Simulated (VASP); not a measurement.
A run of VASP 6.6.1 is set up as follows.

The input INCAR:

```
SYSTEM = SnO2
ALGO = Normal ; EDIFF = 1E-6
EDIFFG = -0.008 ; ENCUT = 600
GGA = PE ; IBRION = 2
ISIF = 3 ; ISMEAR = 0
LASPH = .TRUE. ; LCHARG = .FALSE.
LREAL = .FALSE. ; LWAVE = .FALSE.
NELM = 60 ; NSW = 70
PREC = Accurate ; PSTRESS = 10.0
SIGMA = 0.02
```

The input KPOINTS:

```
k-points
0
G
  6 6 8
  0 0 0
```

Contents of POSCAR:

```
SnO2
1.0
    4.8117437243      0.0000000000      0.0000000000
    0.0000000000      4.8117437243      0.0000000000
    0.0000000000      0.0000000000      3.2277904193
Sn O
2 4
Direct
    0.5000000000      0.5000000000      0.5000000000
    0.0000000000      0.0000000000      0.0000000000
    0.1934234767      0.8065765233      0.5000000000
    0.8065765233      0.1934234767      0.5000000000
    0.3065765233      0.3065765233      0.0000000000
    0.6934234767      0.6934234767      0.0000000000
```

Potentials or basis: VASP PAW PBE potentials, release 64 (Sn_d, O).

Launch:

```sh
$ cat potpaw_PBE.64/Sn_d/POTCAR potpaw_PBE.64/O/POTCAR > POTCAR
$ mpirun -np 1 vasp_std > vasp.out
```

What does it give for the space group after relaxing (to 0.1 Å)?

P4_2/mnm (No. 136).

Estimate the relaxed cell.

a = 4.820 Å, b = 4.820 Å, c = 3.238 Å, α = 90.00°, β = 90.00°, γ = 90.00°.

Forces in eV/Å, atoms in the order of the input:
```
Sn   0.000  0.000  0.000
Sn   0.000  0.000  0.000
O    0.002 -0.002  0.000
O   -0.002  0.002  0.000
O   -0.002 -0.002  0.000
O    0.002  0.002  0.000
```

Caveat: the cell is relaxed towards a set pressure, so the run minimises the enthalpy, not the energy.
